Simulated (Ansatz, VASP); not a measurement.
## LiCl in VASP and in Ansatz

```
CELL_PARAMETERS angstrom
4.07691 0.00000 0.00000
-2.03846 3.53071 0.00000
0.00000 0.00000 5.12573
ATOMIC_POSITIONS crystal
Li 0.33333 0.66667 0.25000
Li 0.66667 0.33333 0.75000
Cl 0.66667 0.33333 0.25000
Cl 0.33333 0.66667 0.75000
```

Alike in both runs: task single point; functional r2SCAN; k mesh 6 × 6 × 4; no spin polarisation.

```csv
,VASP,Ansatz
version,VASP 6.6.1,Ansatz 0.2.0
potentials or method,"VASP PAW PBE potentials, release 64 (Li_sv, Cl)","plane waves, PAW"
plane-wave cutoff (eV),520,500
occupations,"gaussian, width 0.01 eV",fixed
valence electrons in the cell,20,20
```

```csv
,VASP,Ansatz,Ansatz less VASP
gap on the k mesh at the Fermi level (eV),6.56,6.50,-0.061
```

VASP's potentials were made for PBE, not for r2SCAN.

Noted on VASP's run: the cutoff is short for stress, so the pressure is rough.
